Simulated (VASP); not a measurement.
Runs of VASP 6.6.1 on CdSe. The structure is that of space group Fm-3m (No. 225), or close to it. The cells are those of the table. 

| cell | gap on the mesh (eV) | pressure (GPa) |
| --- | --- | --- |
| a = 4.157 Å, angles 60.0°, 2 atoms | none | -6.4 |
| a = 4.118 Å, angles 60.0°, 2 atoms | none | -5.3 |
| a = 4.037 Å, angles 60.0°, 2 atoms | none | -2.3 |
| a = 4.078 Å, angles 60.0°, 2 atoms | none | (a) |

Alike in all rows: task single point; level PBEsol; potentials or basis VASP PAW PBE potentials, release 64 (Cd, Se); no spin polarisation; k mesh 6 × 6 × 6; cutoff (eV) 500; smearing fermi-dirac 0.05 eV.

Task: Estimate the missing entries.

Result: (a) -3.9.

Caveats: the PAW data sets were made with another functional, which shifts forces and pressure a little.

A k mesh can miss the band edges, and the runs leave out spin-orbit coupling on Cd, Se.

A gap of «none» marks levels without a gap at the run's occupations.
